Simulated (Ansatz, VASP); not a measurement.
# TaB3Mo2 in VASP and in Ansatz

File INCAR:

```
PREC = Accurate ; ENCUT = 600
EDIFF = 1E-6 ; ISMEAR = 0
SIGMA = 0.1 ; LREAL = False
LASPH = True ; NELM = 60
ALGO = Fast ; ISIF = 3
LWAVE = False ; LCHARG = False
GGA = PE ; IBRION = 2
NSW = 100 ; EDIFFG = -0.01
```

The input KPOINTS:

```
Automatic mesh
0
Gamma
  10 10 12
```

Contents of POSCAR:

```
TaB3Mo2
1.0
    2.2270739315     -5.5535809597      0.0000000000
    2.2270739315      5.5535809597      0.0000000000
    0.0000000000      0.0000000000      3.0495667970
Ta B Mo
1 3 2
Direct
    0.5000000000      0.5000000000      0.0000000000
    0.3366166815      0.6633833185      0.5000000000
    0.6633833185      0.3366166815      0.5000000000
    0.0000000000      0.0000000000      0.0000000000
    0.1901641842      0.8098358158      0.0000000000
    0.8098358158      0.1901641842      0.0000000000
```

Input for Ansatz:

```yaml
crystal:
  lattice:
    - [2.2270739315, -5.5535809597, 0.0]
    - [2.2270739315, 5.5535809597, 0.0]
    - [0.0, 0.0, 3.049566797]
  atoms:
    - { symbol: Ta, position: [0.5, 0.5, 0.0] }
    - { symbol: B, position: [0.3366166815, 0.6633833185, 0.5] }
    - { symbol: B, position: [0.6633833185, 0.3366166815, 0.5] }
    - { symbol: B, position: [0.0, 0.0, 0.0] }
    - { symbol: Mo, position: [0.1901641842, 0.8098358158, 0.0] }
    - { symbol: Mo, position: [0.8098358158, 0.1901641842, 0.0] }
basis:
  ecutwfc: 420
kpoints:
  mp_grid: { grid: [10, 10, 12] }
hamiltonian:
  xc: pbe
scf:
  occupations: { method: gaussian, width: 0.1 }
output:
  forces: true
  stress: true
  eigenvalues: true
relax:
  adjacent_minimum: "off"
  f_tol: 0.01
  max_steps: 80
  cell: { stress_tol: 0.05 }
```

Alike in both runs: task relaxation of cell and atoms; functional PBE; k mesh 10 × 10 × 12; occupations gaussian, width 0.1 eV; no spin polarisation.

|  | VASP | Ansatz |
| --- | --- | --- |
| version | VASP 6.6.1 | Ansatz 0.2.0 |
| potentials or method | VASP PAW PBE potentials, release 64 (Ta_pv, B, Mo_sv), cutoff 600 eV | scalar-relativistic, plane waves, PAW |
| valence electrons in the cell | 48 | 50 |

Ansatz gave:

```
gap on the k mesh at the Fermi level, each at its own relaxed structure (eV) : none
relaxed volume (Å³/atom)                                                     : 12.55
relaxed length of the cell vector where the two differ most in proportion (Å)              : 5.992
```

Question: Which values does VASP return?

Answer: gap on the k mesh at the Fermi level, each at its own relaxed structure (eV): none; relaxed volume (Å³/atom): 12.56; relaxed length of the cell vector where the two differ most in proportion (Å): 5.995.

A gap of «none» marks a metal or a gap that the smearing closes. VASP's potentials hold 48 valence electrons a cell and Ansatz's 50, so a difference there can come from the potentials and not from the codes.

Spin-orbit coupling is off throughout.
